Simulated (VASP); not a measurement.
Here is a VASP 6.6.1 calculation.

The input POSCAR:

```
Ca
1.0
    0.0000000000      2.7942000000      2.7942000000
    2.7942000000      0.0000000000      2.7942000000
    2.7942000000      2.7942000000      0.0000000000
Ca
1
Direct
    0.0000000000      0.0000000000      0.0000000000
```

The input INCAR.step1:

```
SYSTEM = Ca
  PREC = Accurate
  ENCUT = 600
  ISMEAR = -1
  SIGMA = 0.02
  LREAL = .False.
  LASPH = .True.
  NELM = 100
  GGA = PE
  ALGO = Normal
  EDIFF = 1E-4
  LWAVE = .True.
  LCHARG = .False.
```

Contents of INCAR.step2:

```
SYSTEM = Ca
  PREC = Accurate
  ENCUT = 600
  EDIFF = 1E-7
  ISMEAR = -1
  SIGMA = 0.02
  LREAL = .False.
  LASPH = .True.
  NELM = 100
  ALGO = Normal
  ISIF = 8
  LWAVE = .False.
  LCHARG = .False.
  METAGGA = R2SCAN
  LMIXTAU = .True.
  IBRION = 2
  NSW = 60
  EDIFFG = -0.01
  ISTART = 1
```

KPOINTS

```
regular mesh
0
Gamma
  6 6 6
  0 0 0
```

Potentials or basis: VASP PAW PBE potentials, release 64 (Ca_sv).

The run is started by

```bash
$ cat potpaw_PBE.64/Ca_sv/POTCAR > POTCAR
$ cp INCAR.step1 INCAR
$ mpirun -np 1 vasp_std > vasp.out
$ cp INCAR.step2 INCAR
$ mpirun -np 1 vasp_std > vasp.out
```

Question: What does it give for the relaxed volume?

Answer: 42.90 Å³/atom.

Question: Estimate the relaxed cell.

Answer: a = 3.929 Å, b = 3.929 Å, c = 3.929 Å, α = 60.00°, β = 60.00°, γ = 60.00°.

Question: Estimate the band gap on the k mesh.

Answer: Zero (band 5 reaches 1.99 eV, above the bottom of band 6 at 1.65 eV).

Question: Estimate the space group after relaxing (to 0.05 Å).

Answer: Fm-3m (No. 225).

Step by step:
```
step  energy change (eV)  largest force (eV/Å)  pressure (GPa)  volume (Å³)
   1              0.0000                0.0000           -0.30        43.63
   2             -0.0007                0.0000           -0.10        43.11
   3             -0.0007                0.0000           -0.01        42.90
```

Caveat: the PAW data sets were made with another functional, which shifts forces and pressure a little.
